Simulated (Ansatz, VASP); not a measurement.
Ge: VASP beside Ansatz

INCAR

```
PREC = Accurate
ENCUT = 520
EDIFF = 1E-6
ISMEAR = 0
SIGMA = 0.15
LREAL = False
LASPH = True
NELM = 60
ALGO = Normal
ISIF = 2
LWAVE = False
LCHARG = False
GGA = PS
NBANDS = 21
```

The input KPOINTS:

```
Automatic mesh
0
Gamma
  24 24 24
```

Contents of POSCAR:

```
Ge
1.0
   -2.2753400581      2.8503497258      1.3967991573
    2.2753400581     -2.8503497258      1.3967991573
    2.2753400581      2.8503497258     -1.3967991573
Ge
2
Direct
    0.1246462076      0.8746462076      0.2500000000
    0.8753537924      0.1253537924      0.7500000000
```

Input for Ansatz:

```yaml
crystal:
  lattice:
    - [-2.2753400581, 2.8503497258, 1.3967991573]
    - [2.2753400581, -2.8503497258, 1.3967991573]
    - [2.2753400581, 2.8503497258, -1.3967991573]
  atoms:
    - { symbol: Ge, position: [0.1246462076, 0.8746462076, 0.25] }
    - { symbol: Ge, position: [0.8753537924, 0.1253537924, 0.75] }
basis:
  ecutwfc: 420
kpoints:
  mp_grid: { grid: [24, 24, 24] }
hamiltonian:
  xc: pbesol
scf:
  occupations: { method: gaussian, width: 0.15 }
output:
  forces: true
  stress: true
  eigenvalues: true
```

Change from the starting cell: strain -0.1125 x Voigt [1, -1, 0, 0, 0, 0], atoms carried along.

Alike in both runs: task single point; functional PBEsol; k mesh 24 × 24 × 24; occupations gaussian, width 0.15 eV; no spin polarisation.

|  | VASP | Ansatz |
| --- | --- | --- |
| version | VASP 6.6.1 | Ansatz 0.2.0 |
| potentials or method | VASP PAW PBE potentials, release 64 (Ge_d), cutoff 520 eV | scalar-relativistic, plane waves, PAW |
| valence electrons in the cell | 28 | 28 |

|  | VASP | Ansatz | Ansatz less VASP |
| --- | --- | --- | --- |
| gap on the k mesh at the Fermi level (eV) | none | none | - |
| pressure (GPa) | 7.1 | 7.3 | +0.18 |
| traceless stress, the component that is largest in VASP (GPa) | 21.42 | 21.52 | +0.094 |
| rms of the force components (eV/Å) | 0.445 | 0.448 | +0.0038 |

VASP's potentials were made for PBE, not for PBEsol. Atom by atom the forces differ by 0.004 eV/Å (rms over components). A gap of «none» marks a metal or a gap that the smearing closes.
